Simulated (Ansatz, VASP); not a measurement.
# SiC: VASP beside Ansatz

The input INCAR:

```
SYSTEM = SiC
ALGO = Normal
EDIFF = 1E-7
ENCUT = 520
GGA = PE
ISIF = 2
ISMEAR = 0
ISPIN = 2
LASPH = .TRUE.
LCHARG = .FALSE.
LORBIT = 11
LREAL = .FALSE.
LWAVE = .FALSE.
MAGMOM = 0 1
NBANDS = 15
NELM = 150
PREC = Accurate
SIGMA = 0.1
```

The input KPOINTS:

```
k-points
0
G
  6 6 6
  0 0 0
```

Contents of POSCAR:

```
SiC
1.0
    2.9942280100      0.0000000000      0.0000000000
   -1.4971140000      2.5930775200      0.0000000000
    0.0000000000      0.0000000000      2.9204160900
Si C
1 1
Direct
    0.0000000000      0.0000000000      0.0000000000
    0.6666666700      0.3333333300      0.5000000000
```

Input for Ansatz:

```yaml
crystal:
  lattice:
    - [2.99422801, 0.0, 0.0]
    - [-1.497114, 2.59307752, 0.0]
    - [0.0, 0.0, 2.92041609]
  atoms:
    - { symbol: Si, position: [0.0, 0.0, 0.0] }
    - { symbol: C, position: [0.66666667, 0.33333333, 0.5], spin: 1.0 }
basis:
  ecutwfc: 420
kpoints:
  mp_grid: { grid: [6, 6, 6] }
hamiltonian:
  xc: pbe
scf:
  occupations: { method: gaussian, width: 0.1 }
  lower_state_search: "off"
output:
  forces: true
  stress: true
  eigenvalues: true
  populations: true
magnetization:
  spin_polarized: true
```

Change from the starting cell: species swapped into the WC type (P-6m2, No. 187).

Alike in both runs: task single point; functional PBE; k mesh 6 × 6 × 6; occupations gaussian, width 0.1 eV; collinear spin.

|  | VASP | Ansatz |
| --- | --- | --- |
| version | VASP 6.6.1 | Ansatz 0.2.0 |
| potentials or method | VASP PAW PBE potentials, release 64 (Si, C), cutoff 520 eV | scalar-relativistic, plane waves, PAW |
| valence electrons in the cell | 8 | 8 |

```csv
,VASP,Ansatz,Ansatz less VASP
gap on the k mesh at the Fermi level (eV),none,none,-
pressure (GPa),-27.1,-27.2,-0.10
"traceless stress, the component that is largest in VASP (GPa)",-20.10,-20.11,-0.006
net moment per atom (μB),0.00,0.00,0.000
```

A gap of «none» marks a metal or a gap that the smearing closes. With one functional, cell and mesh, what is left measures potentials, basis and numerics. Ansatz's warnings: seeded moment not kept.

The k mesh is coarse, so the values compare programs but aren't converged.
